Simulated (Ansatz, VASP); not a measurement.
**TiC in VASP and in Ansatz**

```xyz
8
Lattice="3.1012 0.0000 0.0000 -1.5506 2.6857 0.0000 0.0000 0.0000 9.7827" Properties=species:S:1:pos:R:3 pbc="T T T"
Ti    1.5506    0.8952    7.3370
Ti    0.0000    0.0000    0.0000
Ti    0.0000    1.7905    2.4457
Ti    0.0000    0.0000    4.8913
C     0.0000    1.7905    8.5643
C     1.5506    0.8952    1.2183
C     1.5506    0.8952    3.6730
C     0.0000    1.7905    6.1097
```

Alike in both runs: functional PBE; k mesh 12 × 12 × 4; occupations gaussian, width 0.1 eV; no spin polarisation.

Ansatz relaxed the structure, and its values are those at the end. VASP's run is a single point on that final structure, the one shown.

|  | VASP | Ansatz |
| --- | --- | --- |
| version | VASP 6.6.1 | Ansatz 0.2.0 |
| potentials or method | VASP PAW PBE potentials, release 64 (Ti_sv, C), cutoff 520 eV | scalar-relativistic, plane waves, PAW |
| valence electrons in the cell | 64 | 64 |

```tsv
	VASP	Ansatz	Ansatz less VASP
gap on the k mesh at the Fermi level (eV)	none	none	-
pressure (GPa)	0.2	0.0	-0.16
```

A gap of «none» marks a metal or a gap that the smearing closes. With one functional, cell and mesh, what is left measures potentials, basis and numerics.
